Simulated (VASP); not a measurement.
Set up this calculation in VASP 6.6.1, as the native input.

- Task: relaxation of cell and atoms
- Functional: PBE
- Potentials or basis: VASP PAW PBE potentials, release 64 (C)
- Cutoff: 600 eV
- k mesh: 12 × 12 × 12
- Occupations: gaussian, width 0.02 eV
- Spin: no spin polarisation
- Dipole correction: no
- Further INCAR settings: ALGO = Normal; EDIFF = 1e-06; IBRION = 2; EDIFFG = -0.01; NSW = 100; ISIF = 3

The structure of C lies in POSCAR:

```
C
1.0
   -2.4062225857      2.4062225857      2.1528330369
    2.4062225857     -2.4062225857      2.1528330369
    2.4062225857      2.4062225857     -2.1528330369
C
8
Direct
    0.7584654088      0.1215940555      0.2325529807
    0.8890410748      0.5259124281      0.7674470193
    0.1215940555      0.7584654088      0.2325529807
    0.4740875719      0.2415345912      0.3631286467
    0.8784059445      0.1109589252      0.6368713533
    0.5259124281      0.8890410748      0.7674470193
    0.2415345912      0.4740875719      0.3631286467
    0.1109589252      0.8784059445      0.6368713533
```

The cell was built from a structure type or drawn by symmetry, and may not be a known phase.

The input as run:

INCAR

```
PREC     = Accurate       # precision mode
ENCUT    = 600            # plane-wave cutoff, eV
EDIFF    = 1E-6           # SCF threshold, eV
ISMEAR   = 0              # smearing method
SIGMA    = 0.02           # smearing width, eV
LREAL    = F              # projectors in reciprocal space
LASPH    = T              # aspherical terms in the spheres
NELM     = 100            # most SCF steps
ALGO     = Normal         # electronic algorithm
ISIF     = 3              # what is computed and relaxed
LWAVE    = F              # write WAVECAR
LCHARG   = F              # write CHGCAR
GGA      = PE             # functional
IBRION   = 2              # ionic algorithm
NSW      = 100            # ionic steps
EDIFFG   = -0.01          # ionic threshold
```

KPOINTS

```
Automatic mesh
0
Gamma
  12 12 12
```

Potentials or basis: VASP PAW PBE potentials, release 64 (C).

Run with:

```console
$ cat potpaw_PBE.64/C/POTCAR > POTCAR
$ mpirun -np 1 vasp_std > vasp.out
```

Results of the run:

```yaml
Relaxed_volume: 6.23 Å³/atom
Relaxed_cell: a = 4.027 Å, b = 4.027 Å, c = 4.027 Å, α = 106.61°, β = 106.61°, γ = 115.36°
Space_group_after_relaxing_to_0.1_Å: I-42m (No. 121)
Energy_gained_by_relaxing: 0.0 meV/atom
Ionic_steps: 3
Pressure_after_relaxing: 0.0 GPa
Largest_force_after_relaxing: 0.005 eV/Å
Band_gap_on_the_k_mesh: 0.44 eV (least direct gap 0.80 eV)
```

Run time: 6.2 min on 1 thread of AMD EPYC 7R43 64-Core Processor (Zen 3), on a shared host, peak memory 0.23 GiB.
